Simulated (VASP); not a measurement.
PtS2, 3 atoms in the cell. It takes space group Fm-3m (No. 225, cubic). Conventional cell: a = 5.952 Å, b = 5.952 Å, c = 5.952 Å, α = 90.00°, β = 90.00°, γ = 90.00°. Within 3.4 Å of Pt (site symmetry m-3m) lie 8 S at 2.58 Å. Within 3.4 Å of S (site symmetry -43m) lie 4 Pt at 2.58 Å and 6 S at 2.98 Å. 

```yaml
Program: VASP 6.6.1
Task: single point
Functional: PBE
Potentials_or_basis: VASP PAW PBE potentials, release 64 (Pt, S)
Cutoff: 500 eV
k_mesh: 4 × 4 × 4
Occupations: fermi-dirac, width 0.02 eV
Spin: no spin polarisation
Dipole_correction: no
Further_INCAR_settings: ALGO = Normal; EDIFF = 1e-06; NBANDS = 18
```

Potentials or basis: VASP PAW PBE potentials, release 64 (Pt, S).

Command:

```sh
$ cat potpaw_PBE.64/Pt/POTCAR potpaw_PBE.64/S/POTCAR > POTCAR
$ mpirun -np 1 vasp_std > vasp.out
```

Hardware: 1 thread of Intel(R) Xeon(R) 6975P-C (Granite Rapids), with other jobs on the host.

Q: How long does it take, and how much memory?

A: Wall time 4.7 s on 1 thread of Intel(R) Xeon(R) 6975P-C (Granite Rapids), on a shared host, peak memory 0.17 GiB. Counts: scf iterations 13, k points 8.
